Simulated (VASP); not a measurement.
# Si (a cell with a defect) in VASP: further runs, part 2 of 2

VASP 6.6.1. Earlier steps stand in the parts before.

## 4. Single point, PBE+D3(BJ)

Input file INCAR:

```
SYSTEM = Si
PREC = Accurate
ENCUT = 520
EDIFF = 1E-7
ISMEAR = 0
SIGMA = 0.02
LREAL = Auto
LASPH = .True.
NELM = 80
ALGO = Normal
ISIF = 2
LWAVE = .False.
LCHARG = .False.
GGA = PE
IVDW = 12
NBANDS = 48
```

Input file KPOINTS:

```
regular mesh
0
Gamma
  2 2 2
  0 0 0
```

Input file POSCAR:

```
Si
1.0
    0.0000000000      5.4300000000      5.4300000000
    5.4300000000      0.0000000000      5.4300000000
    5.4300000000      5.4300000000      0.0000000000
Si
17
Direct
    0.0212116022      0.0214475138      0.0214523020
    0.1494095764      0.1493062615      0.1493235727
   -0.0067280847     -0.0068765193      0.5159446593
    0.1085826888      0.1091552486      0.6573419890
   -0.0066900552      0.5158784530     -0.0069766114
    0.1086173112      0.6572819521      0.1090966851
   -0.0171012891      0.5027804788      0.5024688766
    0.1148781768      0.6222013812      0.6221010129
    0.5160259669     -0.0068362799     -0.0070327808
    0.6571895948      0.1091393186      0.1086267956
    0.5024448435     -0.0164988029      0.5024803867
    0.6223155617      0.1150417127      0.6219750460
    0.5020305709      0.5028064457     -0.0166950276
    0.6223491713      0.6221834254      0.1145744015
    0.4864147330      0.4866001842      0.4861138122
    0.6108829650      0.6116686004      0.6114004604
    0.2956051565      0.2954821363      0.2958386740
```

Potentials or basis: VASP PAW PBE potentials, release 64 (Si).

Launch:

```
$ cat potpaw_PBE.64/Si/POTCAR > POTCAR
$ mpirun -np 1 vasp_std > vasp.out
```

OUTCAR:

```text
SYSTEM = Si
   PREC = Accurate
   ENCUT = 520
   EDIFF = 1E-7
   ISMEAR = 0
   LREAL = Auto
   LASPH = .True.
   NELM = 80
   ISIF = 2
   GGA = PE
   IVDW = 12
 IVDW          = 12

 ion  position               nearest neighbor table
   1  0.021  0.021  0.021-  10 2.33   4 2.33   6 2.33   2 2.41
   2  0.149  0.149  0.149-   5 2.34   3 2.34   9 2.34   1 2.41  17 2.75
   3  0.993  0.993  0.516-   8 2.33  12 2.33   4 2.34   2 2.34
   4  0.109  0.109  0.657-   1 2.33   3 2.34  17 2.43   7 2.47  11 2.47
   5  0.993  0.516  0.993-   8 2.33  14 2.33   6 2.34   2 2.34
   6  0.109  0.657  0.109-   1 2.33   5 2.34  17 2.43   7 2.47  13 2.47
   7  0.983  0.503  0.502-   8 2.33  16 2.34  17 2.39   6 2.47   4 2.47
[... 618 lines left out ...]
  Total       3.27774     3.29318     3.29534    -0.56398    -0.57384    -0.57235
  in kB      16.40045    16.47771    16.48851    -2.82192    -2.87128    -2.86379
  external pressure =       16.46 kB  Pullay stress =        0.00 kB

 VOLUME and BASIS-vectors are now :
 -----------------------------------------------------------------------------
  energy-cutoff  :      520.00
  volume of cell :      320.21
      direct lattice vectors                 reciprocal lattice vectors
     0.000000000  5.430000000  5.430000000    -0.092081031  0.092081031  0.092081031
     5.430000000  0.000000000  5.430000000     0.092081031 -0.092081031  0.092081031
     5.430000000  5.430000000  0.000000000     0.092081031  0.092081031 -0.092081031

 POSITION                                       TOTAL-FORCE (eV/Angst)
 -----------------------------------------------------------------------------------
      0.23295      0.23166      0.23164        -0.014006     -0.012287     -0.012840
      1.62156      1.62212      1.62203         0.001317      0.003459      0.002504
      8.19424      8.19505     10.78613         0.004136     -0.000791     -0.008994
      4.16208      4.15897      1.18232         0.000127      0.003939     -0.002639
      8.19334     10.78579      8.19489         0.005536     -0.009818      0.001315
      4.16144      1.18219      4.15883         0.001410     -0.006903      0.003703
[... 9 lines left out ...]
      6.64127      6.63700      6.63846        -0.005806      0.005181      0.005010
      3.21087      3.21154      3.20960        -0.001075     -0.010487      0.000469
 -----------------------------------------------------------------------------------
    total drift:                                0.000187      0.010547      0.006648

  FREE ENERGIE OF THE ION-ELECTRON SYSTEM (eV)
  ---------------------------------------------------
  free  energy   TOTEN  =       -93.3439753716 eV

  energy  without entropy=      -93.3426079578  energy(sigma->0) =      -93.34329166
```

Wall time 7.9 min (1 thread of Intel Xeon 8259CL, shared host); peak memory 0.47 GiB.

What came out:

| Property | Result |
| --- | --- |
| Free energy | -93.3440 eV |
| Pressure | 1.6 GPa |
| Largest force | 0.023 eV/Å |
| Band gap on the k mesh | 0.05 eV |
| Dispersion energy per atom | -0.332 eV |

Forces on the atoms (eV/Å):
```
Si  -0.014 -0.012 -0.013
Si   0.001  0.003  0.003
Si   0.004 -0.001 -0.009
Si   0.000  0.004 -0.003
Si   0.006 -0.010  0.001
Si   0.001 -0.007  0.004
Si   0.000  0.013  0.007
Si   0.005 -0.008 -0.006
Si  -0.007  0.003  0.004
Si  -0.001  0.000 -0.004
Si   0.006 -0.004  0.007
Si  -0.001  0.011 -0.006
Si   0.004  0.015 -0.002
Si   0.000 -0.006  0.010
Si   0.003  0.004  0.000
Si  -0.006  0.005  0.005
Si  -0.001 -0.010  0.000
```

Stress tensor (GPa, compression positive):
```
 1.64 -0.28 -0.29
-0.28  1.65 -0.29
-0.29 -0.29  1.65
```

Levels at points of the mesh, in eV from the valence-band top:
| k point | band 31 | band 32 | band 33 | band 34 | band 35 | band 36 | band 37 | band 38 |
| --- | --- | --- | --- | --- | --- | --- | --- | --- |
| (0.00, 0.00, 0.00) | -1.12 | -0.62 | -0.62 | -0.40 | 0.05 | 0.05 | 0.37 | 0.37 |
| (0.50, 0.00, 0.00) | -1.30 | -1.27 | -0.77 | -0.14 | 0.32 | 0.75 | 1.02 | 1.18 |
| (0.00, 0.50, 0.00) | -1.30 | -1.27 | -0.77 | -0.14 | 0.32 | 0.75 | 1.02 | 1.18 |
| (0.00, 0.00, 0.50) | -1.30 | -1.27 | -0.77 | -0.14 | 0.32 | 0.75 | 1.02 | 1.18 |
| (0.50, 0.50, 0.50) | -1.32 | -1.19 | -1.19 | -0.09 | 0.49 | 0.49 | 1.31 | 1.31 |
| (0.50, 0.50, 0.00) | -1.80 | -1.63 | -0.55 | 0.00 | 0.53 | 1.46 | 1.58 | 1.68 |
| (0.00, 0.50, 0.50) | -1.80 | -1.63 | -0.55 | 0.00 | 0.53 | 1.46 | 1.58 | 1.68 |
| (0.50, 0.00, 0.50) | -1.80 | -1.63 | -0.55 | 0.00 | 0.53 | 1.46 | 1.58 | 1.68 |

Caveat: the k points lie up to 0.50 Å⁻¹ apart.

## 5. Single point, PBE+D3(BJ)

Input file INCAR:

```
SYSTEM = Si
PREC = Accurate
ENCUT = 520
EDIFF = 1E-6
ISMEAR = 0
SIGMA = 0.02
LREAL = Auto
LASPH = .True.
NELM = 60
ALGO = Normal
ISIF = 2
LWAVE = .False.
LCHARG = .True.
GGA = PE
IVDW = 12
LELF = .True.
LVHAR = .True.
NBANDS = 48
```

Input file KPOINTS:

```
Automatic mesh
0
Gamma
  2 2 2
  0 0 0
```

Input file POSCAR:

```
Si
1.0
    0.0000000000      5.4300000000      5.4300000000
    5.4300000000      0.0000000000      5.4300000000
    5.4300000000      5.4300000000      0.0000000000
Si
17
Direct
    0.0149598527      0.0156392265      0.0158412523
    0.1397819521      0.1401014733      0.1401948435
   -0.0048015654     -0.0048411602      0.5113927256
    0.1157197053      0.1159430939      0.6484051565
   -0.0047568140      0.5112400552     -0.0050789134
    0.1158920810      0.6482858195      0.1155044199
   -0.0164528545      0.5042071823      0.5037456722
    0.1160828729      0.6236158379      0.6233646409
    0.5109583794     -0.0045499079     -0.0047780847
    0.6477107735      0.1161581031      0.1159643646
    0.5036964088     -0.0159194291      0.5040197974
    0.6235666667      0.1162808471      0.6235930018
    0.5036805709      0.5040577348     -0.0161418969
    0.6235694291      0.6237915285      0.1159274401
    0.4897078269      0.4899468692      0.4896234807
    0.6141381215      0.6147042357      0.6144154696
    0.2716018416      0.2723405157      0.2727051565
```

Launch:

```
$ cat potpaw_PBE.64/Si/POTCAR > POTCAR
$ mpirun -np 1 vasp_std > vasp.out
```

Wall time 6.9 min (1 thread of Intel Xeon 8259CL, shared host); peak memory 0.49 GiB.

Results (log left out):

```yaml
Free_energy: -93.4501 eV
Pressure: 1.9 GPa
Largest_force: 0.426 eV/Å
Band_gap_on_the_k_mesh: zero (bands 34 and 35 overlap by 0.11 eV)
Dispersion_energy_per_atom: -0.332 eV
```

Forces on the atoms (eV/Å):
```
Si  -0.059 -0.056 -0.055
Si  -0.097 -0.097 -0.097
Si   0.000 -0.004  0.038
Si   0.002  0.000  0.096
Si   0.002  0.038 -0.003
Si   0.000  0.099 -0.003
Si   0.021  0.028  0.025
Si   0.027  0.030  0.029
Si   0.036  0.000 -0.002
Si   0.103 -0.002 -0.003
Si   0.026  0.023  0.027
Si   0.030  0.025  0.027
Si   0.026  0.029  0.025
Si   0.030  0.028  0.026
Si   0.054  0.058  0.059
Si   0.049  0.050  0.048
Si  -0.252 -0.248 -0.238
```

Stress tensor (GPa, compression positive):
```
 1.95 -0.41 -0.41
-0.41  1.92 -0.40
-0.41 -0.40  1.89
```

Levels at points of the mesh, in eV from the Fermi level:
```tsv
k point	band 32	band 33	band 34	band 35	band 36	band 37
(0.00, 0.00, 0.00)	-0.77	-0.77	-0.49	-0.10	-0.10	0.12
(0.50, 0.00, 0.00)	-1.43	-1.13	-0.18	0.19	0.79	0.82
(0.00, 0.50, 0.00)	-1.43	-1.14	-0.18	0.19	0.79	0.83
(0.00, 0.00, 0.50)	-1.43	-1.14	-0.18	0.19	0.79	0.83
(0.50, 0.50, 0.50)	-1.37	-1.37	-0.34	0.40	0.40	1.10
(0.50, 0.50, 0.00)	-1.82	-0.89	0.00	0.50	1.15	1.27
(0.00, 0.50, 0.50)	-1.82	-0.89	0.01	0.50	1.15	1.27
(0.50, 0.00, 0.50)	-1.82	-0.89	0.01	0.50	1.15	1.27
```

Caveat: the k points lie up to 0.50 Å⁻¹ apart.

## 6. Overview

| cell | gap on the mesh (eV) | pressure (GPa) | largest force (eV/Å) |
| --- | --- | --- | --- |
| as given, atomic positions A | none | 1.9 | 0.38 |
| as given, atomic positions B | none | 1.5 | 0.04 |
| as given, atomic positions C | 0.05 | 1.6 | 0.02 |
| as given, atomic positions D | none | 1.9 | 0.43 |

Alike in all rows: task single point; level PBE+D3(BJ); potentials or basis VASP PAW PBE potentials, release 64 (Si); no spin polarisation; k mesh 2 × 2 × 2; cutoff (eV) 520; smearing gaussian 0.02 eV.

Caveats: all runs use coarse meshes.

Total energies depend on the potentials used, so only differences within one code and one set of settings carry meaning.
